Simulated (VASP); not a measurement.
# Sr2SO (P4/mmm) in VASP: further runs

Sr2SO is run at these levels: PBEsol; tasks: single point.

Everything below comes from runs of VASP 6.6.1. Logs are shortened: lines on timing, memory, paths and dates and some standing lists are left out, and cuts for length are marked.

### Step 1. The cell of the first run

The structure is tetragonal, space group P4/mmm (No. 123). The conventional cell has a = 4.043 Å, b = 4.043 Å, c = 5.718 Å, α = 90.00°, β = 90.00°, γ = 90.00°. Within 3.8 Å of Sr (site symmetry 4/mmm) lie 2 S at 2.86 Å and 4 O at 2.86 Å. Sr (site symmetry 4/mmm) has 2 O at 2.86 Å and 4 S at 2.86 Å within 3.8 Å. Within 3.8 Å of S (site symmetry 4/mmm) lie 6 Sr at 2.86 Å. Within 3.8 Å of O (site symmetry 4/mmm) lie 6 Sr at 2.86 Å.

### Step 2. Single point, PBEsol

Contents of INCAR:

```
SYSTEM = Sr2SO
PREC = Accurate
ENCUT = 520
EDIFF = 1E-6
ISMEAR = 0
SIGMA = 0.01
LREAL = .False.
LASPH = .True.
NELM = 60
ALGO = Normal
ISIF = 2
LWAVE = .False.
LCHARG = .False.
GGA = PS
NBANDS = 24
```

Contents of KPOINTS:

```
Automatic mesh
0
Gamma
  4 4 3
  0 0 0
```

Contents of POSCAR:

```
Sr2SO
1.0
    4.0432370000      0.0000000000      0.0000000000
    0.0000000000      4.0432370000      0.0000000000
    0.0000000000      0.0000000000      5.7180000000
Sr S O
2 1 1
Direct
    0.0000000000      0.0000000000      0.0000000000
    0.5000000000      0.5000000000      0.5000000000
    0.0000000000      0.0000000000      0.5000000000
    0.5000000000      0.5000000000      0.0000000000
```

Potentials or basis: VASP PAW PBE potentials, release 64 (Sr_sv, S, O).

Command:

```bash
cat potpaw_PBE.64/Sr_sv/POTCAR potpaw_PBE.64/S/POTCAR potpaw_PBE.64/O/POTCAR > POTCAR
mpirun -np 1 vasp_std > vasp.out
```

OUTCAR:

```text
SYSTEM = Sr2SO
   PREC = Accurate
   ENCUT = 520
   EDIFF = 1E-6
   ISMEAR = 0
   LREAL = .False.
   LASPH = .True.
   NELM = 60
   ISIF = 2
   GGA = PS

 ion  position               nearest neighbor table
   1  0.000  0.000  0.000-   3 2.86   3 2.86   4 2.86   4 2.86   4 2.86   4 2.86   2 4.04   2 4.04
                             2 4.04   2 4.04   2 4.04   2 4.04   2 4.04   2 4.04
   2  0.500  0.500  0.500-   4 2.86   4 2.86   3 2.86   3 2.86   3 2.86   3 2.86   1 4.04   1 4.04
                             1 4.04   1 4.04   1 4.04   1 4.04   1 4.04   1 4.04
   3  0.000  0.000  0.500-   1 2.86   1 2.86   2 2.86   2 2.86   2 2.86   2 2.86
   4  0.500  0.500  0.000-   2 2.86   2 2.86   1 2.86   1 2.86   1 2.86   1 2.86

  LATTYP: Found a simple tetragonal cell.
 ALAT       =     4.0432370000
 C/A-ratio  =     1.4142134137

  Lattice vectors:

 A1 = (   4.0432370000,   0.0000000000,   0.0000000000)
 A2 = (   0.0000000000,   4.0432370000,   0.0000000000)
 A3 = (   0.0000000000,   0.0000000000,   5.7180000000)

Analysis of symmetry for initial positions (statically):
=====================================================================
 Subroutine PRICEL returns:
 Original cell was already a primitive cell.

 Routine SETGRP: Setting up the symmetry group for a
 simple tetragonal supercell.

 Subroutine GETGRP returns: Found 16 space group operations
 (whereof 16 operations were pure point group operations)
 out of a pool of 16 trial point group operations.

The static configuration has the point symmetry D_4h.

Analysis of symmetry for dynamics (positions and initial velocities):
=====================================================================
 Subroutine PRICEL returns:
 Original cell was already a primitive cell.

 Routine SETGRP: Setting up the symmetry group for a
 simple tetragonal supercell.

 Subroutine GETGRP returns: Found 16 space group operations
 (whereof 16 operations were pure point group operations)
 out of a pool of 16 trial point group operations.

The dynamic configuration has the point symmetry D_4h.

 Subroutine INISYM returns: Found 16 space group operations
 (whereof 16 operations are pure point group operations),
 and found     1 'primitive' translations

----------------------------------------------------------------------------------------

                                     Primitive cell

  volume of cell :      93.4765

  direct lattice vectors                    reciprocal lattice vectors
     4.043237000  0.000000000  0.000000000     0.247326585  0.000000000  0.000000000
     0.000000000  4.043237000  0.000000000     0.000000000  0.247326585  0.000000000
     0.000000000  0.000000000  5.718000000     0.000000000  0.000000000  0.174886324

  length of vectors
     4.043237000  4.043237000  5.718000000     0.247326585  0.247326585  0.174886324

  position of ions in fractional coordinates (direct lattice)
     0.000000000  0.000000000  0.000000000
     0.500000000  0.500000000  0.500000000
     0.000000000  0.000000000  0.500000000
     0.500000000  0.500000000  0.000000000

  ion indices of the primitive-cell ions
   primitive index   ion index
                 1           1
                 2           2
                 3           3
                 4           4

----------------------------------------------------------------------------------------

 KPOINTS: Automatic mesh

Automatic generation of k-mesh.
 Grid dimensions read from file:
 generate k-points for:    4    4    3

 Generating k-lattice:

  Cartesian coordinates                     Fractional coordinates (reciprocal lattice)
     0.061831646  0.000000000  0.000000000     0.250000000  0.000000000  0.000000000
     0.000000000  0.061831646  0.000000000     0.000000000  0.250000000  0.000000000
     0.000000000  0.000000000  0.058295441     0.000000000  0.000000000  0.333333333

  Length of vectors
     0.061831646  0.061831646  0.058295441

  Shift w.r.t. Gamma in fractional coordinates (k-lattice)
     0.000000000  0.000000000  0.000000000

 Subroutine IBZKPT returns following result:
 ===========================================

 Found     12 irreducible k-points:

 Following reciprocal coordinates:
            Coordinates               Weight
  0.000000  0.000000  0.000000      1.000000
  0.250000  0.000000  0.000000      4.000000
  0.500000  0.000000  0.000000      2.000000
  0.250000  0.250000  0.000000      4.000000
  0.500000  0.250000  0.000000      4.000000
  0.500000  0.500000  0.000000      1.000000
  0.000000  0.000000  0.333333      2.000000
  0.250000  0.000000  0.333333      8.000000
  0.500000  0.000000  0.333333      4.000000
  0.250000  0.250000  0.333333      8.000000
  0.500000  0.250000  0.333333      8.000000
  0.500000  0.500000  0.333333      2.000000
   k-points           NKPTS =     12   k-points in BZ     NKDIM =     12   number of bands    NBANDS=     24
   number of dos      NEDOS =    301   number of ions     NIONS =      4
   total plane-waves  NPLWV =  43200
   dimension x,y,z NGX =    30 NGY =   30 NGZ =   48
   dimension x,y,z NGXF=    60 NGYF=   60 NGZF=   96
   ions per type =               2   1   1
   NGX,Y,Z   is equivalent  to a cutoff of  12.34, 12.34, 13.96 a.u.
   NGXF,Y,Z  is equivalent  to a cutoff of  24.67, 24.67, 27.91 a.u.
 SYSTEM =  Sr2SO
   PREC   = accura    normal or accurate (medium, high low for compatibility)
   ISTART =      0    job   : 0-new  1-cont  2-samecut
   ICHARG =      2    charge: 1-file 2-atom 10-const
   ISPIN  =      1    spin polarized calculation?
   LNONCOLLINEAR =      F non collinear calculations
   LSORBIT =      F    spin-orbit coupling
   LASPH  =      T    aspherical Exc in radial PAW
   ENCUT  =  520.0 eV  38.22 Ry    6.18 a.u.   7.52  7.52 10.63*2*pi/ulx,y,z
   NELM   =     60;   NELMIN=  2; NELMDL= -5     # of ELM steps
   EDIFF  = 0.1E-05   stopping-criterion for ELM
   LREAL  =      F    real-space projection
   EDIFFG = 0.1E-04   stopping-criterion for IOM
   NSW    =      0    number of steps for IOM
   IBRION =     -1    ionic relax: 0-MD 1-quasi-New 2-CG
   NFREE  =      0    steps in history (QN), initial steepest desc. (CG)
   ISIF   =      2    stress and relaxation
   ISYM   =      2    0-nonsym 1-usesym 2-fastsym
   POTIM  = 0.5000    time-step for ionic-motion
   TEBEG  =    0.0;   TEEND  =   0.0 temperature during run
   PSTRESS=    0.0 pullay stress
   NELECT =      32.0000    total number of electrons
   NUPDOWN=      -1.0000    fix difference up-down
   EMIN   =  10.00;   EMAX   =-10.00  energy-range for DOS
   EFERMI =   0.00;   METHOD = LEGACY
   ISMEAR =     0;   SIGMA  =   0.01  broadening in eV -4-tet -1-fermi 0-gaus
   EFERMI_NEDOS =   21; number of points for ismear=-14 and -15
   IALGO  =     38    algorithm
   IMIX   =      4    mixing-type and parameters
     AMIX     =   0.40;   BMIX     =  1.00
     AMIX_MAG =   1.60;   BMIX_MAG =  1.00
  volume/ion in A,a.u.               =      23.37       157.70
  Fermi-wavevector in a.u.,A,eV,Ry     =   1.145225  2.164161 17.844574  1.311539
  Thomas-Fermi vector in A             =   2.281914
   LORBIT       =      0    0 simple, 1 ext, 2 COOP (PROOUT), +10 PAW based schemes
   GGA     = PS    functional components
   LHFCALC =     F    Hartree Fock is set to
   AEXX    =    0.0000 exact exchange contribution
   IVDW    =     0    specifies the selected vdW correction
   LEPSILON=     F    determine dielectric tensor
   LRPA    =     F    only Hartree local field effects (RPA)
 non-spin polarized calculation
 Gauss-broadening in eV      SIGMA  =   0.01
  energy-cutoff  :      520.00
  volume of cell :       93.48
 maximum number of plane-waves:      2533
   NGX = 15   NGY = 15   NGZ = 21

 number of electron      31.9999994 magnetization

 Free energy of the ion-electron system (eV)
  ---------------------------------------------------
  ext. energy  EPLUGINS =         0.00000000
  ---------------------------------------------------
  free energy    TOTEN  =       -22.23562899 eV

  energy without entropy =      -22.23562899  energy(sigma->0) =      -22.23562899

 E-fermi :   1.7291     XC(G=0):  -9.3358

 val. band max:        1.6791897607   @ k =   0.0000   0.0000   0.0000
 cond. band min:       3.7981921677   @ k =   0.0000   0.0000   0.0000
 fundamental gap:      2.1190024069
 Fermi energy:         1.7291035119

 k-point     1 :       0.0000    0.0000    0.0000
  band No.  band energies     occupation
      1     -31.7072      2.00000
      2     -31.6300      2.00000
      3     -14.0415      2.00000
      4     -13.7800      2.00000
      5     -13.7800      2.00000
      6     -13.5859      2.00000
[... 16 lines left out ...]
     23       7.0966      0.00000
     24       8.5749      0.00000

 k-point     2 :       0.2500    0.0000    0.0000
  band No.  band energies     occupation
      1     -31.6977      2.00000
      2     -31.6270      2.00000
      3     -14.0174      2.00000
      4     -13.9866      2.00000
      5     -13.9321      2.00000
      6     -13.7408      2.00000
[... 16 lines left out ...]
     23       8.3941      0.00000
     24       8.6850      0.00000

 k-point     3 :       0.5000    0.0000    0.0000
  band No.  band energies     occupation
      1     -31.6878      2.00000
      2     -31.6242      2.00000
      3     -14.2099      2.00000
      4     -14.1828      2.00000
      5     -13.9167      2.00000
      6     -13.6932      2.00000
[... 16 lines left out ...]
     23       8.2938      0.00000
     24       8.6900      0.00000

 k-point     4 :       0.2500    0.2500    0.0000
  band No.  band energies     occupation
      1     -31.6902      2.00000
      2     -31.6224      2.00000
      3     -13.9889      2.00000
      4     -13.9489      2.00000
      5     -13.9276      2.00000
      6     -13.9068      2.00000
[... 16 lines left out ...]
     23       8.4816      0.00000
     24       8.8708      0.00000

 k-point     5 :       0.5000    0.2500    0.0000
  band No.  band energies     occupation
      1     -31.6827      2.00000
      2     -31.6178      2.00000
      3     -14.1123      2.00000
      4     -14.0501      2.00000
      5     -13.9055      2.00000
      6     -13.8049      2.00000
[... 16 lines left out ...]
     23       9.5663      0.00000
     24       9.5838      0.00000

 k-point     6 :       0.5000    0.5000    0.0000
  band No.  band energies     occupation
      1     -31.6776      2.00000
      2     -31.6114      2.00000
      3     -14.0307      2.00000
      4     -14.0307      2.00000
      5     -13.8943      2.00000
      6     -13.7313      2.00000
[... 16 lines left out ...]
     23      10.2853      0.00000
     24      10.2915      0.00000

 k-point     7 :       0.0000    0.0000    0.3333
  band No.  band energies     occupation
      1     -31.7009      2.00000
      2     -31.6360      2.00000
      3     -14.0641      2.00000
      4     -13.8412      2.00000
      5     -13.7540      2.00000
      6     -13.7540      2.00000
[... 16 lines left out ...]
     23       7.2025      0.00000
     24       8.6286      0.00000

 k-point     8 :       0.2500    0.0000    0.3333
  band No.  band energies     occupation
      1     -31.6942      2.00000
      2     -31.6300      2.00000
      3     -14.2220      2.00000
      4     -14.1220      2.00000
      5     -13.7820      2.00000
      6     -13.7244      2.00000
[... 16 lines left out ...]
     23       8.7667      0.00000
     24       8.9650      0.00000

 k-point     9 :       0.5000    0.0000    0.3333
  band No.  band energies     occupation
      1     -31.6875      2.00000
      2     -31.6241      2.00000
      3     -14.3931      2.00000
      4     -14.3279      2.00000
      5     -13.7705      2.00000
      6     -13.6928      2.00000
[... 16 lines left out ...]
     23       8.7355      0.00000
     24       9.4014      0.00000

 k-point    10 :       0.2500    0.2500    0.3333
  band No.  band energies     occupation
      1     -31.6883      2.00000
      2     -31.6239      2.00000
      3     -14.1945      2.00000
      4     -14.1227      2.00000
      5     -13.8726      2.00000
      6     -13.7522      2.00000
[... 16 lines left out ...]
     23       8.6206      0.00000
     24       9.0387      0.00000

 k-point    11 :       0.5000    0.2500    0.3333
  band No.  band energies     occupation
      1     -31.6824      2.00000
      2     -31.6177      2.00000
      3     -14.2508      2.00000
      4     -14.1639      2.00000
      5     -13.8345      2.00000
      6     -13.8145      2.00000
[... 16 lines left out ...]
     23       9.5039      0.00000
     24       9.6311      0.00000

 k-point    12 :       0.5000    0.5000    0.3333
  band No.  band energies     occupation
      1     -31.6773      2.00000
      2     -31.6113      2.00000
      3     -13.9890      2.00000
      4     -13.9890      2.00000
      5     -13.9738      2.00000
      6     -13.8224      2.00000
[... 16 lines left out ...]
     23       9.1138      0.00000
     24      10.3908      0.00000

------------------------ aborting loop because EDIFF is reached ----------------------------------------

  FORCE on cell =-STRESS in cart. coord.  units (eV):
  Direction    XX          YY          ZZ          XY          YZ          ZX
  --------------------------------------------------------------------------------------
  -------------------------------------------------------------------------------------
  Total       -1.4135623     -1.4135623     -1.3245035      0.0000000     -0.0000000     -0.0000000
  in kB      -24.2283025    -24.2283025    -22.7018439      0.0000000     -0.0000000     -0.0000000
  external PRESSURE =     -23.7194829 kB  Pullay stress =       0.0000000 kB

 VOLUME and BASIS-vectors are now :
 -----------------------------------------------------------------------------
  energy-cutoff  :      520.00
  volume of cell :       93.48
      direct lattice vectors                 reciprocal lattice vectors
     4.043237000  0.000000000  0.000000000     0.247326585  0.000000000  0.000000000
     0.000000000  4.043237000  0.000000000     0.000000000  0.247326585  0.000000000
     0.000000000  0.000000000  5.718000000     0.000000000  0.000000000  0.174886324

 POSITION                                       TOTAL-FORCE (eV/Angst)
 -----------------------------------------------------------------------------------
      0.00000      0.00000      0.00000         0.000000      0.000000      0.000000
      2.02162      2.02162      2.85900         0.000000      0.000000      0.000000
      0.00000      0.00000      2.85900         0.000000      0.000000      0.000000
      2.02162      2.02162      0.00000         0.000000      0.000000      0.000000
 -----------------------------------------------------------------------------------
    total drift:                                0.000000      0.000000     -0.000000

  FREE ENERGIE OF THE ION-ELECTRON SYSTEM (eV)
  ---------------------------------------------------
  free  energy   TOTEN  =       -22.2356289889 eV

  energy  without entropy=      -22.2356289889  energy(sigma->0) =      -22.23562899
```

Run time: 39 s. Hardware: 1 thread of AMD EPYC 7R43 (Zen 3), shared host; peak memory 0.17 GiB.

Results:

```yaml
Free_energy: -22.2356 eV
Pressure: -2.4 GPa
Band_gap_on_the_k_mesh: 2.12 eV
```

Stress tensor (GPa, compression positive):
```
-2.42  0.00  0.00
 0.00 -2.42  0.00
 0.00  0.00 -2.27
```

Caveat: the PAW data sets were made with another functional, which shifts forces and pressure a little; an odd mesh through Γ misses points on the zone boundary, where band edges can lie.

### Step 3. Single point, PBEsol

Contents of INCAR:

```
  PREC = Accurate
  ENCUT = 520
  EDIFF = 1E-7
  ISMEAR = 0
  SIGMA = 0.01
  LREAL = F
  LASPH = T
  NELM = 80
  ALGO = Normal
  ISIF = 2
  LWAVE = F
  LCHARG = F
  GGA = PS
  NBANDS = 24
```

Contents of KPOINTS:

```
Automatic mesh
0
Gamma
  4 4 3
```

POSCAR is that of step 2.

Potentials or basis: VASP PAW PBE potentials, release 64 (Sr_sv, S, O).

Command:

```bash
cat potpaw_PBE.64/Sr_sv/POTCAR potpaw_PBE.64/S/POTCAR potpaw_PBE.64/O/POTCAR > POTCAR
mpirun -np 1 vasp_std > vasp.out
```

It took 42 s on 1 thread of AMD EPYC 7R43 (Zen 3), shared host; peak memory 0.17 GiB.

It converged, with:

```yaml
Free_energy: -22.2356 eV
Pressure: -2.4 GPa
Band_gap_on_the_k_mesh: 2.12 eV
```

Stress tensor (GPa, compression positive):
```
-2.43  0.00  0.00
 0.00 -2.43  0.00
 0.00  0.00 -2.27
```

Levels at points of the mesh, in eV from the valence-band top:
```tsv
k point	band 13	band 14	band 15	band 16	band 17	band 18	band 19	band 20
(0.00, 0.00, 0.00)	-0.65	-0.04	0.00	0.00	2.12	2.77	4.56	4.56
(0.50, 0.00, 0.00)	-1.34	-1.23	-0.56	-0.45	4.27	5.27	5.60	5.76
(0.50, 0.50, 0.00)	-0.84	-0.27	-0.27	-0.14	2.31	2.31	5.42	6.35
```

Caveat: the PAW data sets were made with another functional, which shifts forces and pressure a little; an odd mesh through Γ misses points on the zone boundary, where band edges can lie.
